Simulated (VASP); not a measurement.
Here is a VASP 6.6.1 calculation.

INCAR

```
  ALGO = Normal
  EDIFF = 1E-6
  ENCUT = 600
  GGA = PE
  GGA_COMPAT = F
  ISIF = 2
  ISMEAR = 0
  LASPH = T
  LCHARG = T
  LELF = T
  LREAL = F
  LVHAR = T
  LWAVE = F
  NBANDS = 21
  NELM = 120
  PREC = Accurate
  SIGMA = 0.15
```

File KPOINTS:

```
k-points
0
Gamma
  4 4 2
```

File POSCAR:

```
Mg2BeS3
1.0
    4.2027291545     -0.0000000030      0.0000000000
   -2.1013645746      3.6396702145      0.0000000000
    0.0000000000      0.0000000000      6.7648155177
Mg Be S
2 1 3
Direct
    0.3333333333      0.6666666667      0.7815442546
    0.3333333333      0.6666666667      0.2184557454
    0.6666666667      0.3333333333      0.5000000000
    0.6666666667      0.3333333333      0.0000000000
    0.0000000000      0.0000000000      0.5000000000
    0.0000000000      0.0000000000      0.0000000000
```

Potentials or basis: VASP PAW PBE potentials, release 64 (Mg, Be, S).

The run is started by

```console
$ cat potpaw_PBE.64/Mg/POTCAR potpaw_PBE.64/Be/POTCAR potpaw_PBE.64/S/POTCAR > POTCAR
$ mpirun -np 1 vasp_std > vasp.out
```

Estimate the band gap on the k mesh.

zero (bands 12 and 13 overlap by 1.48 eV).

Estimate the largest force.

0.044 eV/Å.

What does it give for the pressure?

-0.5 GPa.

Forces on the atoms (eV/Å):
```
Mg   0.000  0.000 -0.044
Mg   0.000  0.000  0.044
Be   0.000  0.000  0.000
S    0.000  0.000  0.000
S    0.000  0.000  0.000
S    0.000  0.000  0.000
```

Caveat: the k points lie up to 0.46 Å⁻¹ apart, too coarse for converged energies and pressures of a metal.
